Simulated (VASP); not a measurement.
Input of a VASP 6.6.1 run:

Contents of INCAR:

```
SYSTEM = N
ALGO     = Normal         ! electronic algorithm
EDIFF    = 1E-6           ! SCF threshold, eV
ENCUT    = 600            ! plane-wave cutoff, eV
GGA      = PE             ! functional
GGA_COMPAT= .False.      
ISIF     = 2              ! what is computed and relaxed
ISMEAR   = 0              ! smearing method
LASPH    = .True.         ! aspherical terms in the spheres
LCHARG   = .False.        ! write CHGCAR
LDAU     = .True.         ! DFT+U
LDAUJ    = 0            
LDAUL    = 1              ! shell
LDAUPRINT= 1            
LDAUTYPE = 2            
LDAUU    = 1.7            ! U, eV
LREAL    = .False.        ! projectors in reciprocal space
LWAVE    = .False.        ! write WAVECAR
NBANDS   = 12             ! bands
NELM     = 200            ! most SCF steps
PREC     = Accurate       ! precision mode
SIGMA    = 0.1            ! smearing width, eV
```

File KPOINTS:

```
k-points
0
Gamma
  12 12 10
  0 0 0
```

POSCAR

```
N
1.0
    2.5194737886      0.0000000000      0.0000000000
   -1.2597368943      2.1819283051      0.0000000000
    0.0000000000      0.0000000000      2.4460020000
N
2
Direct
    0.6666666667      0.3333333333      0.2500000000
    0.3333333333      0.6666666667      0.7500000000
```

Potentials or basis: VASP PAW PBE potentials, release 64 (N).

Run with:

```sh
$ cat potpaw_PBE.64/N/POTCAR > POTCAR
$ mpirun -np 1 vasp_std > vasp.out
```

Problem. Estimate the pressure.

Solution. 12.9 GPa.

Problem. Predict the band gap on the k mesh.

Solution. Zero (bands 5 and 6 overlap by 4.74 eV).

Stress tensor (GPa, compression positive):
```
17.14  0.00  0.00
 0.00 17.14  0.00
 0.00  0.00  4.58
```

Caveat: the stress differs along the axes, from 5 to 17 GPa; U without spin polarisation on a metal has little footing.
